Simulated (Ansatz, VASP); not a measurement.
# SnO2: VASP beside Ansatz

```
Sn O
1.0
     0.00000    0.00000   -3.20071
    -4.75982    0.00000    0.00000
    -2.37991    9.52012    0.00000
Sn O
4 8
Direct
  0.50000 0.39925 0.20150
  0.50000 0.14925 0.70150
  0.00000 0.77425 0.45150
  0.00000 0.52425 0.95150
  0.00000 0.64190 0.10448
  0.00000 0.39190 0.60448
  0.50000 0.16988 0.04852
  0.50000 0.91988 0.54852
  0.50000 0.62862 0.35448
  0.50000 0.37862 0.85448
  0.00000 0.15660 0.29852
  0.00000 0.90660 0.79852
```

Alike in both runs: task single point; functional r2SCAN; k mesh 8 × 6 × 3; occupations gaussian, width 0.05 eV; no spin polarisation.

|  | VASP | Ansatz |
| --- | --- | --- |
| version | VASP 6.6.1 | Ansatz 0.2.0 |
| potentials or method | VASP PAW PBE potentials, release 64 (Sn_d, O), cutoff 520 eV | scalar-relativistic, plane waves, PAW |
| valence electrons in the cell | 104 | 104 |

```tsv
	VASP	Ansatz	Ansatz less VASP
gap on the k mesh at the Fermi level (eV)	none	none	-
pressure (GPa)	15.2	14.2	-1.06
traceless stress, the component that is largest in VASP (GPa)	22.74	22.89	+0.151
rms of the force components (eV/Å)	3.278	3.303	+0.0254
```

VASP's potentials were made for PBE, not for r2SCAN. Atom by atom the forces differ by 0.047 eV/Å (rms over components). A gap of «none» marks a metal or a gap that the smearing closes.
